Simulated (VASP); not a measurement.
# Na (Fm-3m) in VASP: notebook

Runs on Na. Level: PBEsol. Tasks: relaxation of cell and atoms.

Everything below comes from runs of VASP 6.6.1. Logs are shortened: lines on timing, memory, paths and dates and some standing lists are left out, and cuts for length are marked.

## 1. The cell of the first run

It takes space group Fm-3m (No. 225, cubic). Conventional cell: a = 5.390 Å, b = 5.390 Å, c = 5.390 Å, α = 90.00°, β = 90.00°, γ = 90.00°. Within 5.0 Å of Na (site symmetry m-3m) lie 12 Na at 3.81 Å.

This isn't the form of Na at room conditions, which is bcc.

## 2. Relaxation of cell and atoms, PBEsol

The input, INCAR:

```
SYSTEM = Na
  PREC = Accurate
  ENCUT = 500
  EDIFF = 1E-7
  ISMEAR = -1
  SIGMA = 0.05
  LREAL = .False.
  LASPH = .True.
  NELM = 120
  ALGO = Normal
  ISIF = 3
  LWAVE = .False.
  LCHARG = .False.
  GGA = PS
  IBRION = 2
  NSW = 80
  EDIFFG = -0.02
  GGA_COMPAT = .False.
  NELMIN = 4
```

The input, KPOINTS:

```
Automatic mesh
0
Gamma
  15 15 15
  0 0 0
```

The input, POSCAR:

```
Na
1.0
    0.0000000000      2.6950000000      2.6950000000
    2.6950000000      0.0000000000      2.6950000000
    2.6950000000      2.6950000000      0.0000000000
Na
1
Direct
    0.0000000000      0.0000000000      0.0000000000
```

Potentials or basis: VASP PAW PBE potentials, release 64 (Na_pv).

On the command line:

```sh
$ cat potpaw_PBE.64/Na_pv/POTCAR > POTCAR
$ mpirun -np 1 vasp_std > vasp.out
```

OUTCAR:

```text
SYSTEM = Na
   PREC = Accurate
   ENCUT = 500
   EDIFF = 1E-7
   ISMEAR = -1
   LREAL = .False.
   LASPH = .True.
   NELM = 120
   ISIF = 3
   GGA = PS
   IBRION = 2
   NSW = 80
   EDIFFG = -0.02
   NELMIN = 4

 ion  position               nearest neighbor table
   1  0.000  0.000  0.000-

  LATTYP: Found a face centered cubic cell.
 ALAT       =     5.3900000000

  Lattice vectors:

 A1 = (   0.0000000000,   2.6950000000,   2.6950000000)
 A2 = (   2.6950000000,   0.0000000000,   2.6950000000)
 A3 = (   2.6950000000,   2.6950000000,   0.0000000000)

Analysis of symmetry for initial positions (statically):
=====================================================================
 Subroutine PRICEL returns:
 Original cell was already a primitive cell.

 Routine SETGRP: Setting up the symmetry group for a
 face centered cubic supercell.

 Subroutine GETGRP returns: Found 48 space group operations
 (whereof 48 operations were pure point group operations)
 out of a pool of 48 trial point group operations.

The static configuration has the point symmetry O_h .

Analysis of symmetry for dynamics (positions and initial velocities):
=====================================================================
 Subroutine PRICEL returns:
 Original cell was already a primitive cell.

 Routine SETGRP: Setting up the symmetry group for a
 face centered cubic supercell.

 Subroutine GETGRP returns: Found 48 space group operations
 (whereof 48 operations were pure point group operations)
 out of a pool of 48 trial point group operations.

The dynamic configuration has the point symmetry O_h .

 Subroutine INISYM returns: Found 48 space group operations
 (whereof 48 operations are pure point group operations),
 and found     1 'primitive' translations

----------------------------------------------------------------------------------------

                                     Primitive cell

  volume of cell :      39.1477

  direct lattice vectors                    reciprocal lattice vectors
     0.000000000  2.695000000  2.695000000    -0.185528757  0.185528757  0.185528757
     2.695000000  0.000000000  2.695000000     0.185528757 -0.185528757  0.185528757
     2.695000000  2.695000000  0.000000000     0.185528757  0.185528757 -0.185528757

  length of vectors
     3.811305551  3.811305551  3.811305551     0.321345233  0.321345233  0.321345233

  position of ions in fractional coordinates (direct lattice)
     0.000000000  0.000000000  0.000000000

  ion indices of the primitive-cell ions
   primitive index   ion index
                 1           1

----------------------------------------------------------------------------------------

 KPOINTS: Automatic mesh

Automatic generation of k-mesh.
 Grid dimensions read from file:
 generate k-points for:   15   15   15

 Generating k-lattice:

  Cartesian coordinates                     Fractional coordinates (reciprocal lattice)
    -0.012368584  0.012368584  0.012368584     0.066666667  0.000000000  0.000000000
     0.012368584 -0.012368584  0.012368584     0.000000000  0.066666667  0.000000000
     0.012368584  0.012368584 -0.012368584     0.000000000  0.000000000  0.066666667

  Length of vectors
     0.021423016  0.021423016  0.021423016

  Shift w.r.t. Gamma in fractional coordinates (k-lattice)
     0.000000000  0.000000000  0.000000000

 Subroutine IBZKPT returns following result:
 ===========================================

 Found    120 irreducible k-points:

 Following reciprocal coordinates:
            Coordinates               Weight
  0.000000  0.000000  0.000000      1.000000
  0.066667  0.000000  0.000000      8.000000
  0.133333  0.000000  0.000000      8.000000
  0.200000  0.000000  0.000000      8.000000
  0.266667  0.000000  0.000000      8.000000
  0.333333  0.000000  0.000000      8.000000
[... 16 lines left out ...]
  0.133333  0.133333  0.000000      6.000000
  0.200000  0.133333  0.000000     24.000000
 [... further k-points ...]
   k-points           NKPTS =    120   k-points in BZ     NKDIM =    120   number of bands    NBANDS=      7
   number of dos      NEDOS =    301   number of ions     NIONS =      1
   total plane-waves  NPLWV =  21952
   dimension x,y,z NGX =    28 NGY =   28 NGZ =   28
   dimension x,y,z NGXF=    56 NGYF=   56 NGZF=   56
   ions per type =               1
   NGX,Y,Z   is equivalent  to a cutoff of  12.21, 12.21, 12.21 a.u.
   NGXF,Y,Z  is equivalent  to a cutoff of  24.43, 24.43, 24.43 a.u.
 SYSTEM =  Na
   PREC   = accura    normal or accurate (medium, high low for compatibility)
   ISTART =      0    job   : 0-new  1-cont  2-samecut
   ICHARG =      2    charge: 1-file 2-atom 10-const
   ISPIN  =      1    spin polarized calculation?
   LNONCOLLINEAR =      F non collinear calculations
   LSORBIT =      F    spin-orbit coupling
   LASPH  =      T    aspherical Exc in radial PAW
   ENCUT  =  500.0 eV  36.75 Ry    6.06 a.u.   6.95  6.95  6.95*2*pi/ulx,y,z
   NELM   =    120;   NELMIN=  4; NELMDL= -5     # of ELM steps
   EDIFF  = 0.1E-06   stopping-criterion for ELM
   LREAL  =      F    real-space projection
   EDIFFG = -.2E-01   stopping-criterion for IOM
   NSW    =     80    number of steps for IOM
   IBRION =      2    ionic relax: 0-MD 1-quasi-New 2-CG
   NFREE  =      1    steps in history (QN), initial steepest desc. (CG)
   ISIF   =      3    stress and relaxation
   ISYM   =      2    0-nonsym 1-usesym 2-fastsym
   POTIM  = 0.5000    time-step for ionic-motion
   TEBEG  =    0.0;   TEEND  =   0.0 temperature during run
   PSTRESS=    0.0 pullay stress
   NELECT =       7.0000    total number of electrons
   NUPDOWN=      -1.0000    fix difference up-down
   EMIN   =  10.00;   EMAX   =-10.00  energy-range for DOS
   EFERMI =   0.00;   METHOD = LEGACY
   ISMEAR =    -1;   SIGMA  =   0.05  broadening in eV -4-tet -1-fermi 0-gaus
   EFERMI_NEDOS =   21; number of points for ismear=-14 and -15
   IALGO  =     38    algorithm
   IMIX   =      4    mixing-type and parameters
     AMIX     =   0.40;   BMIX     =  1.00
     AMIX_MAG =   1.60;   BMIX_MAG =  1.00
  volume/ion in A,a.u.               =      39.15       264.18
  Fermi-wavevector in a.u.,A,eV,Ry     =   0.922300  1.742894 11.573616  0.850637
  Thomas-Fermi vector in A             =   2.047811
   LORBIT       =      0    0 simple, 1 ext, 2 COOP (PROOUT), +10 PAW based schemes
   GGA     = PS    functional components
   LHFCALC =     F    Hartree Fock is set to
   AEXX    =    0.0000 exact exchange contribution
   IVDW    =     0    specifies the selected vdW correction
   LEPSILON=     F    determine dielectric tensor
   LRPA    =     F    only Hartree local field effects (RPA)
 conjugate gradient relaxation of ions
 non-spin polarized calculation
  energy-cutoff  :      500.00
  volume of cell :       39.15
 maximum number of plane-waves:      1018
   NGX = 13   NGY = 13   NGZ = 13

--------------------------------------- Ionic step        1  -------------------------------------------

 number of electron       6.9999996 magnetization

 Free energy of the ion-electron system (eV)
  ---------------------------------------------------
  ext. energy  EPLUGINS =         0.00000000
  ---------------------------------------------------
  free energy    TOTEN  =        -1.39613173 eV

  energy without entropy =       -1.39147948  energy(sigma->0) =       -1.39380561

------------------------ aborting loop because EDIFF is reached ----------------------------------------

  FORCE on cell =-STRESS in cart. coord.  units (eV):
  Direction    XX          YY          ZZ          XY          YZ          ZX
  --------------------------------------------------------------------------------------
  -------------------------------------------------------------------------------------
  Total       -0.1264107     -0.1264107     -0.1264107      0.0000000      0.0000000     -0.0000000
  in kB       -5.1735440     -5.1735440     -5.1735440      0.0000000      0.0000000     -0.0000000
  external PRESSURE =      -5.1735440 kB  Pullay stress =       0.0000000 kB

 VOLUME and BASIS-vectors are now :
 -----------------------------------------------------------------------------
  energy-cutoff  :      500.00
  volume of cell :       39.15
      direct lattice vectors                 reciprocal lattice vectors
     0.000000000  2.695000000  2.695000000    -0.185528757  0.185528757  0.185528757
     2.695000000  0.000000000  2.695000000     0.185528757 -0.185528757  0.185528757
     2.695000000  2.695000000  0.000000000     0.185528757  0.185528757 -0.185528757
[... 36 lines left out ...]
 POSITION                                       TOTAL-FORCE (eV/Angst)
 -----------------------------------------------------------------------------------
      2.67856      0.00000      2.67856         0.000000      0.000000      0.000000
 -----------------------------------------------------------------------------------
    total drift:                                0.000000     -0.000000      0.000000

  FREE ENERGIE OF THE ION-ELECTRON SYSTEM (eV)
  ---------------------------------------------------
  free  energy   TOTEN  =        -1.3981792387 eV

  energy  without entropy=       -1.3935730356  energy(sigma->0) =       -1.39587614

--------------------------------------- Ionic step        3  -------------------------------------------

 number of electron       6.9999999 magnetization

 Free energy of the ion-electron system (eV)
  ---------------------------------------------------
  ext. energy  EPLUGINS =         0.00000000
  ---------------------------------------------------
  free energy    TOTEN  =        -1.40084040 eV

  energy without entropy =       -1.39636354  energy(sigma->0) =       -1.39860197

 E-fermi :   0.3450     XC(G=0):  -6.5437

 val. band max:        0.3249717916   @ k =  -0.2000   0.3333   0.1333
 cond. band min:       0.3919544514   @ k =  -0.3333   0.2000   0.0667
 fundamental gap:      0.0669826598
 Fermi energy:         0.3449732586

 k-point     1 :       0.0000    0.0000    0.0000
  band No.  band energies     occupation
      1     -24.4167      2.00000
      2     -24.4167      2.00000
      3     -24.4167      2.00000
      4      -2.9615      2.00000
      5      11.5433      0.00000
      6      11.5433      0.00000
      7      11.5433      0.00000

 k-point     2 :       0.0667    0.0000    0.0000
  band No.  band energies     occupation
      1     -24.4183      2.00000
      2     -24.4169      2.00000
      3     -24.4169      2.00000
      4      -2.8866      2.00000
      5      10.3325      0.00000
      6      11.3874      0.00000
      7      11.3874      0.00000
[... 201 lines left out ...]
 k-point    23 :       0.1333    0.1333    0.0000
  band No.  band energies     occupation
      1     -24.4228      2.00000
      2     -24.4190      2.00000
      3     -24.4190      2.00000
      4      -2.5633      2.00000
      5       9.5398      0.00000
      6      10.0140      0.00000
      7      10.0140      0.00000

 k-point    24 :       0.2000    0.1333    0.0000
  band No.  band energies     occupation
      1     -24.4272      2.00000
      2     -24.4202      2.00000
      3     -24.4198      2.00000
      4      -2.2915      2.00000
      5       8.2612      0.00000
      6       9.6356      0.00000
      7       9.9328      0.00000

 [... further k-points ...]

------------------------ aborting loop because EDIFF is reached ----------------------------------------

  FORCE on cell =-STRESS in cart. coord.  units (eV):
  Direction    XX          YY          ZZ          XY          YZ          ZX
  --------------------------------------------------------------------------------------
  -------------------------------------------------------------------------------------
  Total       -0.0078250     -0.0078250     -0.0078250      0.0000000      0.0000000     -0.0000000
  in kB       -0.3437266     -0.3437266     -0.3437266      0.0000000      0.0000000     -0.0000000
  external PRESSURE =      -0.3437266 kB  Pullay stress =       0.0000000 kB

 VOLUME and BASIS-vectors are now :
 -----------------------------------------------------------------------------
  energy-cutoff  :      500.00
  volume of cell :       36.47
      direct lattice vectors                 reciprocal lattice vectors
     0.000000000  2.632195693  2.632195693    -0.189955481  0.189955481  0.189955481
     2.632195693  0.000000000  2.632195693     0.189955481 -0.189955481  0.189955481
     2.632195693  2.632195693 -0.000000000     0.189955481  0.189955481 -0.189955481

 POSITION                                       TOTAL-FORCE (eV/Angst)
 -----------------------------------------------------------------------------------
      0.00000      0.00000      0.00000         0.000000     -0.000000      0.000000
 -----------------------------------------------------------------------------------
    total drift:                               -0.000000     -0.000000     -0.000000

  FREE ENERGIE OF THE ION-ELECTRON SYSTEM (eV)
  ---------------------------------------------------
  free  energy   TOTEN  =        -1.4008403953 eV

  energy  without entropy=       -1.3963635351  energy(sigma->0) =       -1.39860197

 reached required accuracy - stopping structural energy minimisation
```

Run time: 49 s. Hardware: 1 thread of Intel Xeon Platinum 8259CL at 2.50GHz (Skylake/Cascade Lake), shared host; peak memory 0.16 GiB.

What came out:

```yaml
Free_energy: -1.4008 eV
Relaxed_volume: 36.47 Å³/atom
Relaxed_cell: a = 3.722 Å, b = 3.722 Å, c = 3.722 Å, α = 60.00°, β = 60.00°, γ = 60.00°
Space_group_after_relaxing_to_0.1_Å: Fm-3m (No. 225)
Energy_gained_by_relaxing: 4.7 meV/atom
Ionic_steps: 3
Pressure_after_relaxing: 0.0 GPa
Band_gap_on_the_k_mesh: zero (an odd number of electrons rules out a gap without spin polarisation)
```

Step by step:
```tsv
step	energy change (eV)	largest force (eV/Å)	pressure (GPa)	volume (Å³)
1	0.0000	0.0000	-0.52	39.15
2	-0.0020	0.0000	-0.40	38.44
3	-0.0047	0.0000	-0.03	36.47
```

Final structure:
```yaml
crystal:
  lattice:
    - [0.00000, 2.63220, 2.63220]
    - [2.63220, 0.00000, 2.63220]
    - [2.63220, 2.63220, 0.00000]
  atoms:
    - { symbol: Na, position: [0.00000, 0.00000, 0.00000] }
```

Caveat: the PAW data sets were made with another functional, which shifts forces and pressure a little.

## 3. Relaxation of cell and atoms, PBEsol, target pressure 10 GPa, at which the enthalpy is minimised

The input, INCAR:

```
PREC = Accurate
ENCUT = 500
EDIFF = 1E-7
ISMEAR = -1
SIGMA = 0.05
LREAL = False
LASPH = True
NELM = 120
ALGO = Normal
ISIF = 3
LWAVE = False
LCHARG = False
GGA = PS
IBRION = 2
NSW = 80
EDIFFG = -0.02
PSTRESS = 100.0
GGA_COMPAT = False
NELMIN = 4
```

The input, KPOINTS:

```
regular mesh
0
Gamma
  15 15 15
```

POSCAR is that of step 2.

Potentials or basis: VASP PAW PBE potentials, release 64 (Na_pv).

On the command line:

```sh
$ cat potpaw_PBE.64/Na_pv/POTCAR > POTCAR
$ mpirun -np 1 vasp_std > vasp.out
```

Wall time 82 s (1 thread of Intel Xeon Platinum 8259CL at 2.50GHz (Skylake/Cascade Lake), shared host); peak memory 0.16 GiB.

It converged, with:

```yaml
Free_energy: -1.0958 eV
Relaxed_volume: 21.92 Å³/atom
Relaxed_cell: a = 3.141 Å, b = 3.141 Å, c = 3.141 Å, α = 60.00°, β = 60.00°, γ = 60.00°
Space_group_after_relaxing_to_0.1_Å: Fm-3m (No. 225)
Energy_change_on_relaxing_the_run_minimises_the_enthalpy: +300.3 meV/atom
Ionic_steps: 4
Pressure_after_relaxing: 10.1 GPa
Band_gap_on_the_k_mesh: zero (an odd number of electrons rules out a gap without spin polarisation)
```

The path:
| step | energy change (eV) | largest force (eV/Å) | pressure (GPa) | volume (Å³) |
| --- | --- | --- | --- | --- |
| 1 | 0.0000 | 0.0000 | -0.52 | 39.15 |
| 2 | 0.1072 | 0.0000 | 4.55 | 26.32 |
| 3 | 0.2472 | 0.0000 | 8.64 | 22.83 |
| 4 | 0.3003 | 0.0000 | 10.14 | 21.92 |

Final structure:
```xyz
1
Lattice="0.0000 2.2212 2.2212 2.2212 0.0000 2.2212 2.2212 2.2212 0.0000" Properties=species:S:1:pos:R:3 pbc="T T T"
Na    2.2212    0.0000    2.2212
```

Levels at points of the mesh, in eV from the Fermi level:
```tsv
k point	band 2	band 3	band 4	band 5	band 6	band 7
(0.00, 0.00, 0.00)	-24.62	-24.62	-4.59	14.64	14.64	14.64
```

Caveat: the cell is relaxed towards a set pressure, so the run minimises the enthalpy, not the energy; the volume moved by over 15 % at a fixed basis, so the end points are rough; the PAW data sets were made with another functional, which shifts forces and pressure a little.
